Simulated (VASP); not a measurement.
# Bi2Te2Se (R-3m) in VASP: further runs, part 2 of 2

VASP 6.6.1. The steps go on from the part before.

### 5 Single point, PBEsol

This run uses another cell than the first one, of 34.25 Å³/atom.

Input file INCAR:

```
SYSTEM = Bi2Te2Se
PREC     = Accurate       ! precision mode
ENCUT    = 520            ! plane-wave cutoff, eV
EDIFF    = 1E-6           ! SCF threshold, eV
ISMEAR   = -1             ! smearing method
SIGMA    = 0.05           ! smearing width, eV
LREAL    = .False.        ! projectors in reciprocal space
LASPH    = .True.         ! aspherical terms in the spheres
NELM     = 100            ! most SCF steps
ALGO     = Normal         ! electronic algorithm
ISIF     = 2              ! what is computed and relaxed
LWAVE    = .False.        ! write WAVECAR
LCHARG   = .False.        ! write CHGCAR
GGA      = PS             ! functional
NBANDS   = 32             ! bands
```

Input file KPOINTS:

```
Automatic mesh
0
Gamma
  7 7 7
  0 0 0
```

Input file POSCAR:

```
Bi2Te2Se
1.0
    2.1609687617      1.2476358963     10.5855712543
   -2.1609687617      1.2476358963     10.5855712543
    0.0000000000     -2.4952717926     10.5855712543
Bi Te Se
2 2 1
Direct
    0.3917212400      0.3917212400      0.3917212400
    0.6082787600      0.6082787600      0.6082787600
    0.7804048700      0.7804048700      0.7804048700
    0.2195951300      0.2195951300      0.2195951300
    0.0000000000      0.0000000000      0.0000000000
```

Potentials or basis: VASP PAW PBE potentials, release 64 (Bi_d, Te, Se).

Run with:

```console
$ cat potpaw_PBE.64/Bi_d/POTCAR potpaw_PBE.64/Te/POTCAR potpaw_PBE.64/Se/POTCAR > POTCAR
$ mpirun -np 1 vasp_std > vasp.out
```

OUTCAR:

```text
SYSTEM = Bi2Te2Se
   PREC = Accurate
   ENCUT = 520
   EDIFF = 1E-6
   ISMEAR = -1
   LREAL = .False.
   LASPH = .True.
   NELM = 100
   ISIF = 2
   GGA = PS

 ion  position               nearest neighbor table
   1  0.392  0.392  0.392-   3 3.05   3 3.05   3 3.05   5 3.11   5 3.11   5 3.11
   2  0.608  0.608  0.608-   4 3.05   4 3.05   4 3.05   5 3.11   5 3.11   5 3.11
   3  0.780  0.780  0.780-   1 3.05   1 3.05   1 3.05
   4  0.220  0.220  0.220-   2 3.05   2 3.05   2 3.05
   5  0.000  0.000  0.000-   2 3.11   2 3.11   1 3.11   1 3.11   2 3.11   1 3.11

  LATTYP: Found a trigonal (rhomboedric) cell.
 ALAT       =    10.8756930859
 COS(alpha) =     0.9210389187
[... 1041 lines left out ...]
  -------------------------------------------------------------------------------------
  Total       -1.5290000     -1.5290000     -1.5488831      0.0000000      0.0000000      0.0000000
  in kB      -14.3059327    -14.3059327    -14.4919666      0.0000000      0.0000000      0.0000000
  external PRESSURE =     -14.3679440 kB  Pullay stress =       0.0000000 kB

 VOLUME and BASIS-vectors are now :
 -----------------------------------------------------------------------------
  energy-cutoff  :      520.00
  volume of cell :      171.24
      direct lattice vectors                 reciprocal lattice vectors
     2.160968762  1.247635896 10.585571254     0.231377708  0.133585982  0.031489404
    -2.160968762  1.247635896 10.585571254    -0.231377708  0.133585982  0.031489404
     0.000000000 -2.495271793 10.585571254     0.000000000 -0.267171964  0.031489404

 POSITION                                       TOTAL-FORCE (eV/Angst)
 -----------------------------------------------------------------------------------
      0.00000      0.00000     12.43978         0.000000      0.000000     -0.062932
      0.00000      0.00000     19.31693         0.000000     -0.000000      0.062932
      0.00000      0.00000     24.78309         0.000000     -0.000000     -0.010113
      0.00000      0.00000      6.97362         0.000000     -0.000000      0.010113
      0.00000      0.00000      0.00000         0.000000     -0.000000      0.000000
 -----------------------------------------------------------------------------------
    total drift:                               -0.000000     -0.000000     -0.000000

  FREE ENERGIE OF THE ION-ELECTRON SYSTEM (eV)
  ---------------------------------------------------
  free  energy   TOTEN  =       -20.8972962949 eV

  energy  without entropy=      -20.8971743783  energy(sigma->0) =      -20.89723534
```

stdout:

```text
POSCAR found type information on POSCAR BiTeSe
 POSCAR found :  3 types and       5 ions
 scaLAPACK will be used
 -----------------------------------------------------------------------------
|                                                                             |
|                                                                             |
|     You enforced a specific xc type in the INCAR file but a different       |
|     I HOPE YOU KNOW WHAT YOU ARE DOING!                                     |
|                                                                             |
 -----------------------------------------------------------------------------

 LDA part: xc-table for (Slater+PW92), standard interpolation
 POSCAR, INCAR and KPOINTS ok, starting setup
 FFT: planning ... GRIDC
 FFT: planning ... GRID_SOFT
 FFT: planning ... GRID
 WAVECAR not read
 entering main loop
```

Wall time 17 min (1 thread of Intel Xeon 6975P-C (Granite Rapids), shared host); peak memory 1.2 GiB.

What came out:

```yaml
Free_energy: -20.8973 eV
Pressure: -1.4 GPa
Largest_force: 0.063 eV/Å
Band_gap_on_the_k_mesh: 0.40 eV
```

Forces in eV/Å, atoms in the order of the input:
```
Bi   0.000  0.000 -0.063
Bi   0.000  0.000  0.063
Te   0.000  0.000 -0.010
Te   0.000  0.000  0.010
Se   0.000  0.000  0.000
```

Levels at points of the mesh, in eV from the valence-band top:
```csv
k point,band 20,band 21,band 22,band 23,band 24,band 25,band 26,band 27,band 28,band 29
"(0.00, 0.00, 0.00)",-1.01,-1.01,-0.60,-0.60,0.00,0.40,1.38,1.38,2.17,2.55
```

Caveat: the PAW data sets were made with another functional, which shifts forces and pressure a little; spin-orbit coupling is left out, which moves the levels of the heavy elements.

### 6 Summary

| cell | gap on the mesh (eV) | pressure (GPa) | largest force (eV/Å) |
| --- | --- | --- | --- |
| a = 10.654 Å, angles 22.9°, 5 atoms | 0.36 | 1.9 | 0.53 |
| a = 10.729 Å, angles 22.9°, 5 atoms | 0.37 | 0.6 | 0.34 |
| a = 10.803 Å, angles 22.9°, 5 atoms | 0.38 | -0.5 | 0.16 |
| a = 10.876 Å, angles 22.9°, 5 atoms | 0.40 | -1.4 | 0.06 |

Alike in all rows: task single point; level PBEsol; potentials or basis VASP PAW PBE potentials, release 64 (Bi_d, Te, Se); no spin polarisation; k mesh 7 × 7 × 7; cutoff (eV) 520; smearing fermi-dirac 0.05 eV.

Caveats: the PAW data sets were made with another functional, which shifts forces and pressure a little; spin-orbit coupling is left out, which moves the levels of the heavy elements.

Absolute energies hang on the potentials; compare differences alone.
